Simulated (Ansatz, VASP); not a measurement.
**One calculation of Nb4Al2F, two programs**

The input INCAR:

```
SYSTEM = Nb4Al2F
  ALGO = Normal
  EDIFF = 1E-7
  EDIFFG = -0.01
  ENCUT = 600
  GGA = PE
  GGA_COMPAT = .False.
  IBRION = 2
  ISIF = 3
  ISMEAR = 0
  LASPH = .True.
  LCHARG = .False.
  LREAL = .False.
  LWAVE = .False.
  NELM = 120
  NELMIN = 4
  NSW = 100
  PREC = Accurate
  SIGMA = 0.1
```

KPOINTS

```
k-points
0
Gamma
  12 12 2
  0 0 0
```

POSCAR

```
Nb4Al2F
1.0
    2.8872275278      0.0000000000      0.0000000000
   -1.4436137639      2.5004123856      0.0000000000
    0.0000000000      0.0000000000     15.7220021919
Al Nb F
2 4 1
Direct
    0.3333333333      0.6666666667      0.7303386385
    0.6666666667      0.3333333333      0.2696613615
    0.6666666667      0.3333333333      0.8772238060
    0.3333333333      0.6666666667      0.1227761940
    0.6666666667      0.3333333333      0.5818984240
    0.3333333333      0.6666666667      0.4181015760
    0.0000000000      0.0000000000      0.0000000000
```

Input for Ansatz:

```yaml
crystal:
  lattice:
    - [2.8872275278, 0.0, 0.0]
    - [-1.4436137639, 2.5004123856, 0.0]
    - [0.0, 0.0, 15.7220021919]
  atoms:
    - { symbol: Al, position: [0.3333333333, 0.6666666667, 0.7303386385] }
    - { symbol: Al, position: [0.6666666667, 0.3333333333, 0.2696613615] }
    - { symbol: Nb, position: [0.6666666667, 0.3333333333, 0.877223806] }
    - { symbol: Nb, position: [0.3333333333, 0.6666666667, 0.122776194] }
    - { symbol: Nb, position: [0.6666666667, 0.3333333333, 0.581898424] }
    - { symbol: Nb, position: [0.3333333333, 0.6666666667, 0.418101576] }
    - { symbol: F, position: [0.0, 0.0, 0.0] }
basis:
  ecutwfc: 420
kpoints:
  mp_grid: { grid: [12, 12, 2] }
hamiltonian:
  xc: pbe
scf:
  occupations: { method: gaussian, width: 0.1 }
output:
  forces: true
  stress: true
  eigenvalues: true
relax:
  adjacent_minimum: "off"
  f_tol: 0.01
  max_steps: 80
  cell: { stress_tol: 0.05 }
```

Change from the starting cell: built by hand: half-filled Cr2AlC (211 MAX) ordered-vacancy variant (P-3m1, No. 164).

Alike in both runs: task relaxation of cell and atoms; functional PBE; k mesh 12 × 12 × 2; occupations gaussian, width 0.1 eV; no spin polarisation.

```csv
,VASP,Ansatz
version,VASP 6.6.1,Ansatz 0.2.0
potentials or method,"VASP PAW PBE potentials, release 64 (Al, Nb_sv, F), cutoff 600 eV","scalar-relativistic, plane waves, PAW"
valence electrons in the cell,65,65
```

VASP gave:

* gap on the k mesh at the Fermi level, each at its own relaxed structure (eV): none
* relaxed volume (Å³/atom): 16.25
* relaxed cell length with the largest relative difference (Å): 15.669

Q: What did Ansatz give for the same quantities?

A: gap on the k mesh at the Fermi level, each at its own relaxed structure (eV): none; relaxed volume (Å³/atom): 16.28; relaxed cell length with the largest relative difference (Å): 15.680.

A gap of «none» marks a metal or a gap that the smearing closes.
